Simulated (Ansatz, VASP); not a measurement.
# Two plane-wave programs on C2N

File INCAR:

```
SYSTEM = C2N
PREC     = Accurate       ! precision mode
ENCUT    = 520            ! plane-wave cutoff, eV
EDIFF    = 1E-7           ! SCF threshold, eV
ISMEAR   = 0              ! smearing method
SIGMA    = 0.1            ! smearing width, eV
LREAL    = .False.        ! projectors in reciprocal space
LASPH    = .True.         ! aspherical terms in the spheres
NELM     = 150            ! most SCF steps
ALGO     = Normal         ! electronic algorithm
ISIF     = 2              ! what is computed and relaxed
LWAVE    = .False.        ! write WAVECAR
LCHARG   = .True.         ! write CHGCAR
ISPIN    = 2              ! spin polarisation
MAGMOM   = 1 1 1 1 1 1    ! initial moments
LORBIT   = 11             ! projections on sites
GGA      = PE             ! functional
LELF     = .True.         ! ELF
LVHAR    = .True.       
NBANDS   = 26             ! bands
```

The input KPOINTS:

```
regular mesh
0
Gamma
  6 6 4
  0 0 0
```

Contents of POSCAR:

```
C2N
1.0
    3.2398935500      0.0000000000      0.0000000000
    0.0000000000      3.2398935500      0.0000000000
    0.0000000000      0.0000000000      6.4952384900
C N
4 2
Direct
    0.0000000000      0.0000000000      0.0000000000
    0.5000000000      0.5000000000      0.0000000000
    0.0000000000      0.5000000000      0.3719829600
    0.5000000000      0.0000000000      0.6280170400
    0.0000000000      0.5000000000      0.7284373000
    0.5000000000      0.0000000000      0.2715627000
```

Input for Ansatz:

```yaml
crystal:
  lattice:
    - [3.23989355, 0.0, 0.0]
    - [0.0, 3.23989355, 0.0]
    - [0.0, 0.0, 6.49523849]
  atoms:
    - { symbol: C, position: [0.0, 0.0, 0.0], spin: 1.0 }
    - { symbol: C, position: [0.5, 0.5, 0.0], spin: 1.0 }
    - { symbol: C, position: [0.0, 0.5, 0.37198296], spin: 1.0 }
    - { symbol: C, position: [0.5, 0.0, 0.62801704], spin: 1.0 }
    - { symbol: "N", position: [0.0, 0.5, 0.7284373], spin: 1.0 }
    - { symbol: "N", position: [0.5, 0.0, 0.2715627], spin: 1.0 }
basis:
  ecutwfc: 420
kpoints:
  mp_grid: { grid: [6, 6, 4] }
hamiltonian:
  xc: pbe
scf:
  occupations: { method: gaussian, width: 0.1 }
  lower_state_search: "off"
output:
  forces: true
  stress: true
  eigenvalues: true
  populations: true
magnetization:
  spin_polarized: true
```

Change from the starting cell: species swapped into the YTe2 type (P4/nmm, No. 129).

Alike in both runs: task single point; functional PBE; k mesh 6 × 6 × 4; occupations gaussian, width 0.1 eV; collinear spin.

```csv
,VASP,Ansatz
version,VASP 6.6.1,Ansatz 0.2.0
potentials or method,"VASP PAW PBE potentials, release 64 (C, N), cutoff 520 eV","scalar-relativistic, plane waves, PAW"
valence electrons in the cell,26,26
```

|  | VASP | Ansatz | Ansatz less VASP |
| --- | --- | --- | --- |
| gap on the k mesh at the Fermi level (eV) | none | none | - |
| rms of the force components (eV/Å) | 0.471 | 0.471 | +0.0003 |
| net moment per atom (μB) | 0.00 | 0.00 | 0.000 |

Atom by atom the forces differ by 0.001 eV/Å (rms over components). A gap of «none» marks a metal or a gap that the smearing closes. The functional is the same, so the differences come from potentials, cutoffs and numerics. Ansatz's warnings: seeded moment not kept.
